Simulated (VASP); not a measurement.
A run of VASP 6.6.1 is set up as follows.

The input INCAR:

```
SYSTEM = YLu2F3
ALGO = Normal
EDIFF = 1E-6
EDIFFG = -0.04
ENCUT = 600
GGA = PE
IBRION = 2
ISIF = 3
ISMEAR = 0
LASPH = .TRUE.
LCHARG = .FALSE.
LREAL = .FALSE.
LWAVE = .FALSE.
NELM = 80
NSW = 90
PREC = Accurate
SIGMA = 0.1
```

The input KPOINTS:

```
k-points
0
G
  6 6 4
  0 0 0
```

Contents of POSCAR:

```
YLu2F3
1.0
    5.2778557400      0.0000000000      0.0000000000
   -2.6389278700      4.5707571500      0.0000000000
    0.0000000000      0.0000000000      5.0909199200
Y Lu F
1 2 3
Direct
    0.0000000000      0.0000000000      0.0000000000
    0.6666666700      0.3333333300      0.0000000000
    0.6666666700      0.3333333300      0.5000000000
    0.8284200200      0.1715799800      0.0000000000
    0.8284200200      0.6568400400      0.0000000000
    0.3431599600      0.1715799800      0.0000000000
```

Potentials or basis: VASP PAW PBE potentials, release 64 (Y_sv, Lu, F).

Launch:

```console
$ cat potpaw_PBE.64/Y_sv/POTCAR potpaw_PBE.64/Lu/POTCAR potpaw_PBE.64/F/POTCAR > POTCAR
$ mpirun -np 1 vasp_std > vasp.out
```

Problem. Estimate the relaxed cell.

Solution. a = 6.981 Å, b = 6.981 Å, c = 6.273 Å, α = 90.00°, β = 90.00°, γ = 120.00°.

Problem. Estimate the relaxed volume.

Solution. 44.13 Å³/atom.

Forces in eV/Å, atoms in the order of the input:
```
Y    0.000  0.000  0.000
Lu   0.000  0.000  0.000
Lu   0.000  0.000  0.000
F    0.030 -0.017  0.000
F    0.000  0.035  0.000
F   -0.030 -0.017  0.000
```

Caveat: the volume moved by over 15 % at a fixed basis, so the end points are rough.
